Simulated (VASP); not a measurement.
# Cu (Fm-3m) in VASP: notebook

Runs on Cu. Level: PBE. Tasks: single point, relaxation of cell and atoms.

Program: VASP 6.6.1. These are calculated values, not measurements. Logs are shortened: lines on timing, memory, paths and dates and some standing lists are left out, and cuts for length are marked.

## (1) The cell of the first run

It takes space group Fm-3m (No. 225, cubic). Conventional cell: a = 3.629 Å, b = 3.629 Å, c = 3.629 Å, α = 90.00°, β = 90.00°, γ = 90.00°. Within 3.4 Å of Cu (site symmetry m-3m) lie 12 Cu at 2.57 Å.

## (2) Single point, PBE

INCAR reads:

```
ALGO = Normal
EDIFF = 1E-6
ENCUT = 520
GGA = PE
ISIF = 2
ISMEAR = 0
LASPH = T
LCHARG = T
LELF = T
LREAL = F
LVHAR = T
LWAVE = F
NBANDS = 12
NELM = 80
PREC = Accurate
SIGMA = 0.1
```

KPOINTS reads:

```
k-points
0
Gamma
  20 20 20
```

POSCAR reads:

```
Cu
1.0
    0.0000000000      1.8147320508      1.8147320508
    1.8147320508      0.0000000000      1.8147320508
    1.8147320508      1.8147320508      0.0000000000
Cu
1
Direct
    0.0000000000      0.0000000000      0.0000000000
```

Potentials or basis: VASP PAW PBE potentials, release 64 (Cu).

Started as:

```console
$ cat potpaw_PBE.64/Cu/POTCAR > POTCAR
$ mpirun -np 1 vasp_std > vasp.out
```

OUTCAR:

```text
EDIFF = 1E-6
   ENCUT = 520
   GGA = PE
   ISIF = 2
   ISMEAR = 0
   LASPH = T
   LREAL = F
   NELM = 80
   PREC = Accurate

 ion  position               nearest neighbor table
   1  0.000  0.000  0.000-

  LATTYP: Found a face centered cubic cell.
 ALAT       =     3.6294641016

  Lattice vectors:

 A1 = (   0.0000000000,   1.8147320508,   1.8147320508)
 A2 = (   1.8147320508,   0.0000000000,   1.8147320508)
 A3 = (   1.8147320508,   1.8147320508,   0.0000000000)

Analysis of symmetry for initial positions (statically):
=====================================================================
 Subroutine PRICEL returns:
 Original cell was already a primitive cell.

 Routine SETGRP: Setting up the symmetry group for a
 face centered cubic supercell.

 Subroutine GETGRP returns: Found 48 space group operations
 (whereof 48 operations were pure point group operations)
 out of a pool of 48 trial point group operations.

The static configuration has the point symmetry O_h .

Analysis of symmetry for dynamics (positions and initial velocities):
=====================================================================
 Subroutine PRICEL returns:
 Original cell was already a primitive cell.

 Routine SETGRP: Setting up the symmetry group for a
 face centered cubic supercell.

 Subroutine GETGRP returns: Found 48 space group operations
 (whereof 48 operations were pure point group operations)
 out of a pool of 48 trial point group operations.

The dynamic configuration has the point symmetry O_h .

 Subroutine INISYM returns: Found 48 space group operations
 (whereof 48 operations are pure point group operations),
 and found     1 'primitive' translations

----------------------------------------------------------------------------------------

                                     Primitive cell

  volume of cell :      11.9527

  direct lattice vectors                    reciprocal lattice vectors
     0.000000000  1.814732051  1.814732051    -0.275522769  0.275522769  0.275522769
     1.814732051  0.000000000  1.814732051     0.275522769 -0.275522769  0.275522769
     1.814732051  1.814732051  0.000000000     0.275522769  0.275522769 -0.275522769

  length of vectors
     2.566418678  2.566418678  2.566418678     0.477219435  0.477219435  0.477219435

  position of ions in fractional coordinates (direct lattice)
     0.000000000  0.000000000  0.000000000

  ion indices of the primitive-cell ions
   primitive index   ion index
                 1           1

----------------------------------------------------------------------------------------

 KPOINTS: k-points

Automatic generation of k-mesh.
 Grid dimensions read from file:
 generate k-points for:   20   20   20

 Generating k-lattice:

  Cartesian coordinates                     Fractional coordinates (reciprocal lattice)
    -0.013776138  0.013776138  0.013776138     0.050000000  0.000000000  0.000000000
     0.013776138 -0.013776138  0.013776138     0.000000000  0.050000000  0.000000000
     0.013776138  0.013776138 -0.013776138     0.000000000  0.000000000  0.050000000

  Length of vectors
     0.023860972  0.023860972  0.023860972

  Shift w.r.t. Gamma in fractional coordinates (k-lattice)
     0.000000000  0.000000000  0.000000000

 Subroutine IBZKPT returns following result:
 ===========================================

 Found    256 irreducible k-points:

 Following reciprocal coordinates:
            Coordinates               Weight
  0.000000  0.000000  0.000000      1.000000
  0.050000  0.000000  0.000000      8.000000
  0.100000  0.000000  0.000000      8.000000
  0.150000  0.000000  0.000000      8.000000
  0.200000  0.000000  0.000000      8.000000
  0.250000  0.000000  0.000000      8.000000
[... 16 lines left out ...]
 -0.400000  0.050000  0.000000     24.000000
 -0.350000  0.050000  0.000000     24.000000
 [... further k-points ...]
   k-points           NKPTS =    256   k-points in BZ     NKDIM =    256   number of bands    NBANDS=     12
   number of dos      NEDOS =    301   number of ions     NIONS =      1
   total plane-waves  NPLWV =   8000
   dimension x,y,z NGX =    20 NGY =   20 NGZ =   20
   dimension x,y,z NGXF=    40 NGYF=   40 NGZF=   40
   ions per type =               1
   NGX,Y,Z   is equivalent  to a cutoff of  12.96, 12.96, 12.96 a.u.
   NGXF,Y,Z  is equivalent  to a cutoff of  25.91, 25.91, 25.91 a.u.
 SYSTEM =  unknown system
   PREC   = accura    normal or accurate (medium, high low for compatibility)
   ISTART =      0    job   : 0-new  1-cont  2-samecut
   ICHARG =      2    charge: 1-file 2-atom 10-const
   ISPIN  =      1    spin polarized calculation?
   LNONCOLLINEAR =      F non collinear calculations
   LSORBIT =      F    spin-orbit coupling
   LASPH  =      T    aspherical Exc in radial PAW
   ENCUT  =  520.0 eV  38.22 Ry    6.18 a.u.   4.77  4.77  4.77*2*pi/ulx,y,z
   NELM   =     80;   NELMIN=  2; NELMDL= -5     # of ELM steps
   EDIFF  = 0.1E-05   stopping-criterion for ELM
   LREAL  =      F    real-space projection
   EDIFFG = 0.1E-04   stopping-criterion for IOM
   NSW    =      0    number of steps for IOM
   IBRION =     -1    ionic relax: 0-MD 1-quasi-New 2-CG
   NFREE  =      0    steps in history (QN), initial steepest desc. (CG)
   ISIF   =      2    stress and relaxation
   ISYM   =      2    0-nonsym 1-usesym 2-fastsym
   POTIM  = 0.5000    time-step for ionic-motion
   TEBEG  =    0.0;   TEEND  =   0.0 temperature during run
   PSTRESS=    0.0 pullay stress
   NELECT =      11.0000    total number of electrons
   NUPDOWN=      -1.0000    fix difference up-down
   EMIN   =  10.00;   EMAX   =-10.00  energy-range for DOS
   EFERMI =   0.00;   METHOD = LEGACY
   ISMEAR =     0;   SIGMA  =   0.10  broadening in eV -4-tet -1-fermi 0-gaus
   EFERMI_NEDOS =   21; number of points for ismear=-14 and -15
   IALGO  =     38    algorithm
   IMIX   =      4    mixing-type and parameters
     AMIX     =   0.40;   BMIX     =  1.00
     AMIX_MAG =   1.60;   BMIX_MAG =  1.00
  volume/ion in A,a.u.               =      11.95        80.66
  Fermi-wavevector in a.u.,A,eV,Ry     =   1.592392  3.009184 34.500444  2.535711
  Thomas-Fermi vector in A             =   2.690784
   LORBIT       =      0    0 simple, 1 ext, 2 COOP (PROOUT), +10 PAW based schemes
   GGA     = PE    functional components
   LHFCALC =     F    Hartree Fock is set to
   AEXX    =    0.0000 exact exchange contribution
   IVDW    =     0    specifies the selected vdW correction
   LEPSILON=     F    determine dielectric tensor
   LRPA    =     F    only Hartree local field effects (RPA)
 non-spin polarized calculation
 Gauss-broadening in eV      SIGMA  =   0.10
  energy-cutoff  :      520.00
  volume of cell :       11.95
 maximum number of plane-waves:       332
   NGX =  9   NGY =  9   NGZ =  9

 number of electron      10.9999997 magnetization

 Free energy of the ion-electron system (eV)
  ---------------------------------------------------
  ext. energy  EPLUGINS =         0.00000000
  ---------------------------------------------------
  free energy    TOTEN  =        -3.72939061 eV

  energy without entropy =       -3.72805753  energy(sigma->0) =       -3.72872407

 E-fermi :   7.4115     XC(G=0): -12.6562

 val. band max:        7.3927158278   @ k =   0.5000   0.2500   0.1000
 cond. band min:       7.4584954774   @ k =   0.5000   0.3500   0.1500
 fundamental gap:      0.0657796496
 Fermi energy:         7.4114512265

 k-point     1 :       0.0000    0.0000    0.0000
  band No.  band energies     occupation
      1      -1.8223      2.00000
      2       4.4489      2.00000
      3       4.4489      2.00000
      4       4.4489      2.00000
      5       5.2558      2.00000
      6       5.2558      2.00000
      7      29.9361      0.00000
      8      32.4876      0.00000
      9      32.4876      0.00000
     10      32.4876      0.00000
     11      34.9707      0.00000
     12      34.9707      0.00000

 k-point     2 :       0.0500    0.0000    0.0000
  band No.  band energies     occupation
      1      -1.7319      2.00000
      2       4.4298      2.00000
      3       4.4661      2.00000
      4       4.4661      2.00000
      5       5.2489      2.00000
      6       5.2489      2.00000
      7      29.4289      0.00000
      8      31.2760      0.00000
      9      32.1823      0.00000
     10      32.1823      0.00000
     11      35.4058      0.00000
     12      35.4058      0.00000

 k-point     3 :       0.1000    0.0000    0.0000
  band No.  band energies     occupation
      1      -1.4630      2.00000
      2       4.3769      2.00000
      3       4.5119      2.00000
      4       4.5119      2.00000
      5       5.2336      2.00000
      6       5.2336      2.00000
      7      27.3835      0.00000
      8      30.6529      0.00000
      9      31.5912      0.00000
     10      31.5913      0.00000
     11      36.3568      0.00000
     12      36.3569      0.00000
[... 286 lines left out ...]
 k-point    23 :      -0.4000    0.0500    0.0000
  band No.  band energies     occupation
      1       2.3163      2.00000
      2       4.4254      2.00000
      3       4.4708      2.00000
      4       5.1689      2.00000
      5       5.6923      2.00000
      6       6.1593      2.00000
      7      12.8074      0.00000
      8      27.1603      0.00000
      9      29.0857      0.00000
     10      29.6937      0.00000
     11      32.6458      0.00000
     12      34.0156      0.00000

 k-point    24 :      -0.3500    0.0500    0.0000
  band No.  band energies     occupation
      1       1.9672      2.00000
      2       4.4750      2.00000
      3       4.5140      2.00000
      4       4.6500      2.00000
      5       5.5659      2.00000
      6       5.8446      2.00000
      7      14.6488      0.00000
      8      27.0938      0.00000
      9      29.4906      0.00000
     10      30.4017      0.00000
     11      32.7325      0.00000
     12      34.4540      0.00000

 [... further k-points ...]
[... 5 lines left out ...]
  --------------------------------------------------------------------------------------
  -------------------------------------------------------------------------------------
  Total        0.0454334      0.0454334      0.0454334     -0.0000000     -0.0000000      0.0000000
  in kB        6.0900135      6.0900135      6.0900135     -0.0000000     -0.0000000      0.0000000
  external PRESSURE =       6.0900135 kB  Pullay stress =       0.0000000 kB

 VOLUME and BASIS-vectors are now :
 -----------------------------------------------------------------------------
  energy-cutoff  :      520.00
  volume of cell :       11.95
      direct lattice vectors                 reciprocal lattice vectors
     0.000000000  1.814732051  1.814732051    -0.275522769  0.275522769  0.275522769
     1.814732051  0.000000000  1.814732051     0.275522769 -0.275522769  0.275522769
     1.814732051  1.814732051  0.000000000     0.275522769  0.275522769 -0.275522769

 POSITION                                       TOTAL-FORCE (eV/Angst)
 -----------------------------------------------------------------------------------
      0.00000      0.00000      0.00000         0.000000      0.000000      0.000000
 -----------------------------------------------------------------------------------
    total drift:                                0.000000      0.000000      0.000000

  FREE ENERGIE OF THE ION-ELECTRON SYSTEM (eV)
  ---------------------------------------------------
  free  energy   TOTEN  =        -3.7293906082 eV

  energy  without entropy=       -3.7280575283  energy(sigma->0) =       -3.72872407
```

It took 14 s on 1 thread of Intel Xeon 6975P-C (Granite Rapids), shared host; peak memory 0.15 GiB.

Results:

```yaml
Free_energy: -3.7294 eV
Pressure: 0.6 GPa
```

## (3) Relaxation of cell and atoms, PBE

This run uses another cell than the first one, of 12.35 Å³/atom, 1.033 times its volume.

INCAR reads:

```
SYSTEM = Cu
PREC = Accurate
ENCUT = 600
EDIFF = 1E-6
ISMEAR = 0
SIGMA = 0.1
LREAL = .False.
LASPH = .True.
NELM = 100
ALGO = Normal
ISIF = 3
LWAVE = .False.
LCHARG = .False.
GGA = PE
IBRION = 2
NSW = 80
EDIFFG = -0.01
```

KPOINTS reads:

```
regular mesh
0
Gamma
  20 20 20
  0 0 0
```

POSCAR reads:

```
Cu
1.0
    0.0000000000      1.8344289553      1.8344289553
    1.8344289553      0.0000000000      1.8344289553
    1.8344289553      1.8344289553      0.0000000000
Cu
1
Direct
    0.0000000000      0.0000000000      0.0000000000
```

Potentials or basis: VASP PAW PBE potentials, release 64 (Cu).

Started as:

```console
$ cat potpaw_PBE.64/Cu/POTCAR > POTCAR
$ mpirun -np 1 vasp_std > vasp.out
```

It took 24 s on 1 thread of Intel Xeon 6975P-C (Granite Rapids), shared host; peak memory 0.17 GiB.

The run converged. Its results:

- Free energy: -3.7297 eV
- Relaxed volume: 12.00 Å³/atom
- Relaxed cell: a = 2.570 Å, b = 2.570 Å, c = 2.570 Å, α = 60.00°, β = 60.00°, γ = 60.00°
- Space group after relaxing (to 0.05 Å): Fm-3m (No. 225)
- Energy gained by relaxing: 3.9 meV/atom
- Ionic steps: 3
- Pressure after relaxing: 0.0 GPa

The path:
```
step  energy change (eV)  largest force (eV/Å)  pressure (GPa)  volume (Å³)
   1              0.0000                0.0000           -3.45        12.35
   2             -0.0033                0.0000            1.54        11.88
   3             -0.0039                0.0000            0.03        12.00
```

Final structure:
```
CELL_PARAMETERS angstrom
0.00000 1.81719 1.81719
1.81719 0.00000 1.81719
1.81719 1.81719 0.00000
ATOMIC_POSITIONS crystal
Cu 0.00000 0.00000 0.00000
```

Levels at points of the mesh, in eV from the Fermi level:
| k point | band 3 | band 4 | band 5 | band 6 | band 7 | band 8 | band 9 |
| --- | --- | --- | --- | --- | --- | --- | --- |
| (0.00, 0.00, 0.00) | -2.95 | -2.95 | -2.15 | -2.15 | 22.49 | 25.01 | 25.01 |
| (0.50, 0.00, 0.00) | -2.98 | -1.59 | -1.59 | -0.93 | 3.70 | 20.99 | 21.85 |
| (0.50, 0.50, 0.00) | -1.61 | -1.45 | -1.45 | 1.54 | 7.03 | 12.98 | 12.98 |
